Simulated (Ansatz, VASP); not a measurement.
C in VASP and in Ansatz

```xyz
2
Lattice="0.0000 2.1342 3.3921 1.2328 0.0000 3.3921 1.2328 2.1342 0.0000" Properties=species:S:1:pos:R:3 pbc="T T T"
C     1.2328    0.7115    3.3921
C     1.2328    3.5568    3.3921
```

Alike in both runs: task relaxation of cell and atoms; functional PBE; k mesh 18 × 18 × 18; occupations gaussian, width 0.02 eV; no spin polarisation.

|  | VASP | Ansatz |
| --- | --- | --- |
| version | VASP 6.6.1 | Ansatz 0.2.0 |
| potentials or method | VASP PAW PBE potentials, release 64 (C), cutoff 600 eV | scalar-relativistic, plane waves, PAW |
| valence electrons in the cell | 8 | 8 |

VASP gave:

| Property | Result |
| --- | --- |
| gap on the k mesh at the Fermi level, each at its own relaxed structure (eV) | 0.03 |
| relaxed volume (Å³/atom) | 10.45 |
| relaxed length of the cell vector where the two differ most in proportion (Å) | 4.152 |

Question: What did Ansatz give for the same quantities?

Answer: gap on the k mesh at the Fermi level, each at its own relaxed structure (eV): 0.02; relaxed volume (Å³/atom): 11.16; relaxed length of the cell vector where the two differ most in proportion (Å): 4.414.

One of these differences is far larger than is usual between the two programs; its cause wasn't traced.

Noted on VASP's run: the volume moved by over 15 % at a fixed basis, so the end points are rough.
